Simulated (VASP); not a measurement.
# As (P6_3/mmc) in VASP: notebook

As is run at these levels: PBE; tasks: relaxation of cell and atoms, single point.

Everything below comes from runs of VASP 6.6.1. Logs are shortened: lines on timing, memory, paths and dates and some standing lists are left out, and cuts for length are marked.

## 1. The cell of the first run

The structure is hexagonal, space group P6_3/mmc (No. 194). The conventional cell has a = 3.003 Å, b = 3.003 Å, c = 4.865 Å, α = 90.00°, β = 90.00°, γ = 120.00°. Within 3.9 Å of As (site symmetry -6m2) lie 12 As at 2.99 to 3.00 Å.

## 2. Relaxation of cell and atoms, PBE

File INCAR:

```
  ALGO = Normal
  EDIFF = 1E-7
  EDIFFG = -0.005
  ENCUT = 600
  GGA = PE
  IBRION = 2
  ISIF = 3
  ISMEAR = -1
  LASPH = T
  LCHARG = F
  LREAL = F
  LWAVE = F
  NELM = 60
  NSW = 60
  PREC = Accurate
  SIGMA = 0.1
```

File KPOINTS:

```
k-points
0
Gamma
  16 16 9
```

File POSCAR:

```
As
1.0
    3.0031658500      0.0000000000      0.0000000000
   -1.5015829250      2.6008179178      0.0000000000
    0.0000000000      0.0000000000      4.8651286769
As
2
Direct
    0.3333333333      0.6666666667      0.2500000000
    0.6666666667      0.3333333333      0.7500000000
```

Potentials or basis: VASP PAW PBE potentials, release 64 (As).

Launch:

```
> cat potpaw_PBE.64/As/POTCAR > POTCAR
> mpirun -np 1 vasp_std > vasp.out
```

OUTCAR:

```text
EDIFF = 1E-7
   EDIFFG = -0.005
   ENCUT = 600
   GGA = PE
   IBRION = 2
   ISIF = 3
   ISMEAR = -1
   LASPH = T
   LREAL = F
   NELM = 60
   NSW = 60
   PREC = Accurate

 ion  position               nearest neighbor table
   1  0.333  0.667  0.250-
   2  0.667  0.333  0.750-

  LATTYP: Found a hexagonal cell.
 ALAT       =     3.0031658500
 C/A-ratio  =     1.6200000000

  Lattice vectors:

 A1 = (   3.0031658500,   0.0000000000,   0.0000000000)
 A2 = (  -1.5015829250,   2.6008179178,   0.0000000000)
 A3 = (   0.0000000000,   0.0000000000,   4.8651286769)

Analysis of symmetry for initial positions (statically):
=====================================================================
 Subroutine PRICEL returns:
 Original cell was already a primitive cell.

 Routine SETGRP: Setting up the symmetry group for a
 hexagonal supercell.

 Subroutine GETGRP returns: Found 24 space group operations
 (whereof 12 operations were pure point group operations)
 out of a pool of 24 trial point group operations.

The static configuration has the point symmetry D_3d.
 The point group associated with its full space group is D_6h.

Analysis of symmetry for dynamics (positions and initial velocities):
=====================================================================
 Subroutine PRICEL returns:
 Original cell was already a primitive cell.

 Routine SETGRP: Setting up the symmetry group for a
 hexagonal supercell.

 Subroutine GETGRP returns: Found 24 space group operations
 (whereof 12 operations were pure point group operations)
 out of a pool of 24 trial point group operations.

The dynamic configuration has the point symmetry D_3d.
 The point group associated with its full space group is D_6h.

 Subroutine INISYM returns: Found 24 space group operations
 (whereof 12 operations are pure point group operations),
 and found     1 'primitive' translations

----------------------------------------------------------------------------------------

                                     Primitive cell

  volume of cell :      38.0000

  direct lattice vectors                    reciprocal lattice vectors
     3.003165850  0.000000000  0.000000000     0.332981943  0.192247214  0.000000000
    -1.501582925  2.600817918  0.000000000     0.000000000  0.384494429  0.000000000
     0.000000000  0.000000000  4.865128677     0.000000000  0.000000000  0.205544409

  length of vectors
     3.003165850  3.003165850  4.865128677     0.384494429  0.384494429  0.205544409

  position of ions in fractional coordinates (direct lattice)
     0.333333333  0.666666667  0.250000000
     0.666666667  0.333333333  0.750000000

  ion indices of the primitive-cell ions
   primitive index   ion index
                 1           1
                 2           2

----------------------------------------------------------------------------------------

 KPOINTS: k-points

Automatic generation of k-mesh.
 Grid dimensions read from file:
 generate k-points for:   16   16    9

 Generating k-lattice:

  Cartesian coordinates                     Fractional coordinates (reciprocal lattice)
     0.020811371  0.012015451  0.000000000     0.062500000  0.000000000  0.000000000
     0.000000000  0.024030902  0.000000000     0.000000000  0.062500000  0.000000000
     0.000000000  0.000000000  0.022838268     0.000000000  0.000000000  0.111111111

  Length of vectors
     0.024030902  0.024030902  0.022838268

  Shift w.r.t. Gamma in fractional coordinates (k-lattice)
     0.000000000  0.000000000  0.000000000

 Subroutine IBZKPT returns following result:
 ===========================================

 Found    150 irreducible k-points:

 Following reciprocal coordinates:
            Coordinates               Weight
  0.000000  0.000000  0.000000      1.000000
  0.062500  0.000000  0.000000      6.000000
  0.125000  0.000000  0.000000      6.000000
  0.187500 -0.000000  0.000000      6.000000
  0.250000  0.000000  0.000000      6.000000
  0.312500 -0.000000  0.000000      6.000000
[... 16 lines left out ...]
  0.187500  0.187500  0.000000      6.000000
  0.250000  0.187500  0.000000     12.000000
 [... further k-points ...]
   k-points           NKPTS =    150   k-points in BZ     NKDIM =    150   number of bands    NBANDS=      9
   number of dos      NEDOS =    301   number of ions     NIONS =      2
   total plane-waves  NPLWV =  23040
   dimension x,y,z NGX =    24 NGY =   24 NGZ =   40
   dimension x,y,z NGXF=    48 NGYF=   48 NGZF=   80
   ions per type =               2
   NGX,Y,Z   is equivalent  to a cutoff of  13.29, 13.29, 13.67 a.u.
   NGXF,Y,Z  is equivalent  to a cutoff of  26.57, 26.57, 27.34 a.u.
 SYSTEM =  unknown system
   PREC   = accura    normal or accurate (medium, high low for compatibility)
   ISTART =      0    job   : 0-new  1-cont  2-samecut
   ICHARG =      2    charge: 1-file 2-atom 10-const
   ISPIN  =      1    spin polarized calculation?
   LNONCOLLINEAR =      F non collinear calculations
   LSORBIT =      F    spin-orbit coupling
   LASPH  =      T    aspherical Exc in radial PAW
   ENCUT  =  600.0 eV  44.10 Ry    6.64 a.u.   6.00  6.00  9.72*2*pi/ulx,y,z
   NELM   =     60;   NELMIN=  2; NELMDL= -5     # of ELM steps
   EDIFF  = 0.1E-06   stopping-criterion for ELM
   LREAL  =      F    real-space projection
   EDIFFG = -.5E-02   stopping-criterion for IOM
   NSW    =     60    number of steps for IOM
   IBRION =      2    ionic relax: 0-MD 1-quasi-New 2-CG
   NFREE  =      1    steps in history (QN), initial steepest desc. (CG)
   ISIF   =      3    stress and relaxation
   ISYM   =      2    0-nonsym 1-usesym 2-fastsym
   POTIM  = 0.5000    time-step for ionic-motion
   TEBEG  =    0.0;   TEEND  =   0.0 temperature during run
   PSTRESS=    0.0 pullay stress
   NELECT =      10.0000    total number of electrons
   NUPDOWN=      -1.0000    fix difference up-down
   EMIN   =  10.00;   EMAX   =-10.00  energy-range for DOS
   EFERMI =   0.00;   METHOD = LEGACY
   ISMEAR =    -1;   SIGMA  =   0.10  broadening in eV -4-tet -1-fermi 0-gaus
   EFERMI_NEDOS =   21; number of points for ismear=-14 and -15
   IALGO  =     38    algorithm
   IMIX   =      4    mixing-type and parameters
     AMIX     =   0.40;   BMIX     =  1.00
     AMIX_MAG =   1.60;   BMIX_MAG =  1.00
  volume/ion in A,a.u.               =      19.00       128.22
  Fermi-wavevector in a.u.,A,eV,Ry     =   1.049092  1.982497 14.974495  1.100594
  Thomas-Fermi vector in A             =   2.184041
   LORBIT       =      0    0 simple, 1 ext, 2 COOP (PROOUT), +10 PAW based schemes
   GGA     = PE    functional components
   LHFCALC =     F    Hartree Fock is set to
   AEXX    =    0.0000 exact exchange contribution
   IVDW    =     0    specifies the selected vdW correction
   LEPSILON=     F    determine dielectric tensor
   LRPA    =     F    only Hartree local field effects (RPA)
 conjugate gradient relaxation of ions
 non-spin polarized calculation
  energy-cutoff  :      600.00
  volume of cell :       38.00
 maximum number of plane-waves:      1291
 NGX is ok and might be reduce to    24
   NGX = 11   NGY = 11   NGZ = 19

--------------------------------------- Ionic step        1  -------------------------------------------

 number of electron      10.0000000 magnetization

 Free energy of the ion-electron system (eV)
  ---------------------------------------------------
  ext. energy  EPLUGINS =         0.00000000
  ---------------------------------------------------
  free energy    TOTEN  =        -8.35338111 eV

  energy without entropy =       -8.31246367  energy(sigma->0) =       -8.33292239

------------------------ aborting loop because EDIFF is reached ----------------------------------------

  FORCE on cell =-STRESS in cart. coord.  units (eV):
  Direction    XX          YY          ZZ          XY          YZ          ZX
  --------------------------------------------------------------------------------------
  -------------------------------------------------------------------------------------
  Total        0.3255198      0.3255198      0.3283622      0.0000000      0.0000000      0.0000000
  in kB       13.7247486     13.7247486     13.8445893      0.0000000      0.0000000      0.0000000
  external PRESSURE =      13.7646955 kB  Pullay stress =       0.0000000 kB
[... 89 lines left out ...]
  FREE ENERGIE OF THE ION-ELECTRON SYSTEM (eV)
  ---------------------------------------------------
  free  energy   TOTEN  =        -8.3560937545 eV

  energy  without entropy=       -8.3147717767  energy(sigma->0) =       -8.33543277

[... ionic steps 4 to 14 ...]

--------------------------------------- Ionic step       15  -------------------------------------------

 number of electron      10.0000002 magnetization

------------------------ aborting loop because EDIFF is reached ----------------------------------------

  FORCE on cell =-STRESS in cart. coord.  units (eV):
  Direction    XX          YY          ZZ          XY          YZ          ZX
  --------------------------------------------------------------------------------------
  -------------------------------------------------------------------------------------
  Total       -0.0131133     -0.0131133     -0.0214450     -0.0000000     -0.0000000      0.0000000
  in kB       -0.5406822     -0.5406822     -0.8842102     -0.0000000     -0.0000000      0.0000000
  external PRESSURE =      -0.6551916 kB  Pullay stress =       0.0000000 kB
[... 57 lines left out ...]
  energy  without entropy=       -8.3370999631  energy(sigma->0) =       -8.35302905

--------------------------------------- Ionic step       17  -------------------------------------------

 number of electron      10.0000002 magnetization

 Free energy of the ion-electron system (eV)
  ---------------------------------------------------
  ext. energy  EPLUGINS =         0.00000000
  ---------------------------------------------------
  free energy    TOTEN  =        -8.36898453 eV

  energy without entropy =       -8.33715604  energy(sigma->0) =       -8.35307028

 E-fermi :   6.3337     XC(G=0): -10.6850

 val. band max:        6.3325573946   @ k =   0.2500   0.2500   0.1111
 cond. band min:       6.3723588522   @ k =   0.5000   0.0000   0.3333
 fundamental gap:      0.0398014576
 Fermi energy:         6.3336830492

 k-point     1 :       0.0000    0.0000    0.0000
  band No.  band energies     occupation
      1      -8.6585      2.00000
      2      -4.9555      2.00000
      3      -0.3849      2.00000
      4      10.8977      0.00000
      5      10.8977      0.00000
      6      11.0958      0.00000
      7      12.2670      0.00000
      8      12.2670      0.00000
      9      16.5207      0.00000
[... 265 lines left out ...]
 k-point    24 :       0.2500    0.1875    0.0000
  band No.  band energies     occupation
      1      -5.6662      2.00000
      2      -2.6172      2.00000
      3       2.5809      2.00000
      4       2.6567      2.00000
      5       3.7948      2.00000
      6       6.2273      1.48694
      7       7.7214      0.00000
      8       8.4441      0.00000
      9      13.3071      0.00000

 [... further k-points ...]

------------------------ aborting loop because EDIFF is reached ----------------------------------------

  FORCE on cell =-STRESS in cart. coord.  units (eV):
  Direction    XX          YY          ZZ          XY          YZ          ZX
  --------------------------------------------------------------------------------------
  -------------------------------------------------------------------------------------
  Total       -0.0024646     -0.0024646      0.0000051     -0.0000000      0.0000000      0.0000000
  in kB       -0.1017008     -0.1017008      0.0002096     -0.0000000      0.0000000      0.0000000
  external PRESSURE =      -0.0677307 kB  Pullay stress =       0.0000000 kB
[... 17 lines left out ...]
  FREE ENERGIE OF THE ION-ELECTRON SYSTEM (eV)
  ---------------------------------------------------
  free  energy   TOTEN  =        -8.3689845278 eV

  energy  without entropy=       -8.3371560397  energy(sigma->0) =       -8.35307028

 reached required accuracy - stopping structural energy minimisation
```

Run time: 2.8 min. Hardware: 1 thread of Intel Xeon Platinum 8559C (Emerald Rapids), shared host; peak memory 0.21 GiB.

Results:

```yaml
Free_energy: -8.3690 eV
Relaxed_volume: 19.41 Å³/atom
Relaxed_cell: a = 2.959 Å, b = 2.959 Å, c = 5.120 Å, α = 90.00°, β = 90.00°, γ = 120.00°
Space_group_after_relaxing_to_0.05_Å: P6_3/mmc (No. 194)
Energy_gained_by_relaxing: 7.8 meV/atom
Ionic_steps: 17
Pressure_after_relaxing: 0.0 GPa
Band_gap_on_the_k_mesh: zero (band 5 reaches 11.46 eV, above the bottom of band 6 at 3.08 eV)
```

Step by step:
```
step  energy change (eV)  largest force (eV/Å)  pressure (GPa)  volume (Å³)
   1              0.0000                0.0000            1.38        38.00
   2             -0.0023                0.0000           -0.52        38.90
   3             -0.0027                0.0000            0.01        38.64
   4             -0.0027                0.0000           -0.02        38.66
   5             -0.0028                0.0000           -0.02        38.67
   6             -0.0034                0.0000           -0.03        38.70
   7             -0.0054                0.0000           -0.05        38.75
   8             -0.0112                0.0000           -0.19        38.86
   9             -0.0144                0.0000           -0.34        39.04
  10             -0.0153                0.0000           -0.34        38.98
  11             -0.0154                0.0000           -0.34        38.99
  12             -0.0155                0.0000           -0.22        38.94
  13             -0.0155                0.0000           -0.21        38.93
  14             -0.0156                0.0000           -0.15        38.90
  15             -0.0156                0.0000           -0.07        38.86
  16             -0.0156                0.0000            0.10        38.77
  17             -0.0156                0.0000           -0.01        38.83
```

Final structure:
```xyz
2
Lattice="2.9590 0.0000 0.0000 -1.4795 2.5626 0.0000 0.0000 0.0000 5.1205" Properties=species:S:1:pos:R:3 pbc="T T T"
As    0.0000    1.7084    1.2801
As    1.4795    0.8542    3.8403
```

(Part 1 of 2 ends here.)
